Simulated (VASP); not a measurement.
Runs of VASP 6.6.1 on C. The structure is that of space group Im-3m (No. 229), or close to it. The cells are those of the table. 

```tsv
task	cell	k mesh	cutoff (eV)	gap on the mesh (eV)	pressure (GPa)
single point	a = 2.011 Å, angles 109.5°, 1 atom	21 × 21 × 21	520	none	17.8
relaxation of cell and atoms	relaxed from a = 2.048 Å, angles 109.5°, 1 atom	18 × 18 × 18	600	none	0.0
single point	a = 2.122 Å, angles 109.5°, 1 atom	21 × 21 × 21	520	none	-11.6
single point	a = 2.095 Å, angles 109.5°, 1 atom	21 × 21 × 21	520	none	-6.6
single point	a = 2.068 Å, angles 109.5°, 1 atom	18 × 18 × 18	520	none	(a)
```

Alike in all rows: level r2SCAN; potentials or basis VASP PAW PBE potentials, release 64 (C); no spin polarisation; smearing fermi-dirac 0.1 eV.

Q: Fill in the values left out.

A: (a) 0.2.

Caveats: the PAW data sets were made with another functional, which shifts forces and pressure a little.

A gap of «none» marks levels without a gap at the run's occupations.
